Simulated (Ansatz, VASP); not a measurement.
# Cu in VASP and in Ansatz

```
CELL_PARAMETERS angstrom
2.53410 0.00000 0.00000
-1.26705 2.19459 0.00000
0.00000 0.00000 4.11257
ATOMIC_POSITIONS crystal
Cu 0.33333 0.66667 0.25000
Cu 0.66667 0.33333 0.75000
```

Alike in both runs: task relaxation of cell and atoms; functional PBE; dispersion D3(BJ); k mesh 18 × 18 × 10; occupations gaussian, width 0.1 eV; no spin polarisation.

|  | VASP | Ansatz |
| --- | --- | --- |
| version | VASP 6.6.1 | Ansatz 0.2.0 |
| potentials or method | VASP PAW PBE potentials, release 64 (Cu), cutoff 600 eV | scalar-relativistic, plane waves, PAW |
| valence electrons in the cell | 22 | 38 |

VASP gave:

```
gap on the k mesh at the Fermi level, each at its own relaxed structure (eV) : none
relaxed volume (Å³/atom)                                                     : 11.37
relaxed cell length with the largest relative difference (Å)                 : 2.525
```

Task: Which values does Ansatz return?

Result: gap on the k mesh at the Fermi level, each at its own relaxed structure (eV): none; relaxed volume (Å³/atom): 11.32; relaxed cell length with the largest relative difference (Å): 2.520.

A gap of «none» marks a metal or a gap that the smearing closes. VASP's potentials hold 22 valence electrons a cell and Ansatz's 38, so a difference there can come from the potentials and not from the codes.
